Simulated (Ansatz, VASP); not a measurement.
**Two plane-wave programs on W**

INCAR

```
  PREC = Accurate
  ENCUT = 600
  EDIFF = 1E-7
  ISMEAR = -1
  SIGMA = 0.05
  LREAL = False
  LASPH = True
  NELM = 100
  ALGO = Fast
  ISIF = 3
  LWAVE = False
  LCHARG = False
  GGA = RE
  IVDW = 13
  IBRION = 2
  NSW = 60
  EDIFFG = -0.01
```

KPOINTS

```
Automatic mesh
0
Gamma
  11 11 11
```

File POSCAR:

```
W
1.0
    0.0000000000      2.0300000000      2.0300000000
    2.0300000000      0.0000000000      2.0300000000
    2.0300000000      2.0300000000      0.0000000000
W
1
Direct
    0.0000000000      0.0000000000      0.0000000000
```

The input input.yaml:

```yaml
crystal:
  lattice:
    - [0.0, 2.03, 2.03]
    - [2.03, 0.0, 2.03]
    - [2.03, 2.03, 0.0]
  atoms:
    - { symbol: W, position: [0.0, 0.0, 0.0] }
hamiltonian:
  xc: revpbe
  pseudopotentials: { kind: paw }
  dispersion: d4
kpoints:
  mp_grid: { grid: [11, 11, 11] }
scf:
  occupations: { method: fermi_dirac, width: 0.05 }
output:
  forces: true
  stress: true
  eigenvalues: true
relax:
  f_tol: 0.01
  max_steps: 40
  cell: { stress_tol: 0.05 }
```

Alike in both runs: task relaxation of cell and atoms; functional revPBE; dispersion D4; k mesh 11 × 11 × 11; occupations fermi-dirac, width 0.05 eV; no spin polarisation.

```csv
,VASP,Ansatz
version,VASP 6.6.1,Ansatz 0.2.0
potentials or method,"VASP PAW PBE potentials, release 64 (W_sv)",Ansatz PAW
plane-wave cutoff (eV),600,420
valence electrons in the cell,14,14
```

Ansatz gave:

- gap on the k mesh at the Fermi level, each at its own relaxed structure (eV): none
- relaxed volume (Å³/atom): 16.08
- relaxed cell length with the largest relative difference (Å): 2.833

**Question.** What did VASP give for the same quantities?

**Answer.** gap on the k mesh at the Fermi level, each at its own relaxed structure (eV): none; relaxed volume (Å³/atom): 16.11; relaxed cell length with the largest relative difference (Å): 2.835.

VASP's potentials were made for PBE, not for revPBE. A gap of «none» marks a metal or a gap that the smearing closes.

Neither program's run includes spin-orbit coupling. Noted on Ansatz's run: the plane-wave basis is chosen anew once the cell has moved, so the energies of steps on either side of that aren't comparable.
